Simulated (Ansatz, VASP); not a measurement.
# SrO: VASP beside Ansatz

```
Sr O
1.0
     0.00000    2.75514    2.85263
     2.75514    0.00000    2.85263
     2.75514    2.75514    0.00000
Sr O
1 1
Direct
  0.00000 0.00000 0.00000
  0.25000 0.25000 0.25000
```

Change from the starting cell: epitaxial_xy strain -1.3%.

Alike in both runs: task single point; functional r2SCAN; k mesh 8 × 8 × 8; no spin polarisation.

|  | VASP | Ansatz |
| --- | --- | --- |
| version | VASP 6.6.1 | Ansatz 0.2.0 |
| potentials or method | VASP PAW PBE potentials, release 64 (Sr_sv, O) | plane waves, PAW |
| plane-wave cutoff (eV) | 660 | 500 |
| occupations | gaussian, width 0.01 eV | fixed |
| valence electrons in the cell | 16 | 16 |

```csv
,VASP,Ansatz,Ansatz less VASP
gap on the k mesh at the Fermi level (eV),2.91,2.89,-0.015
pressure (GPa),0.7,0.3,-0.37
"traceless stress, the component that is largest in VASP (GPa)",-0.28,-0.30,-0.017
```

VASP's potentials were made for PBE, not for r2SCAN.
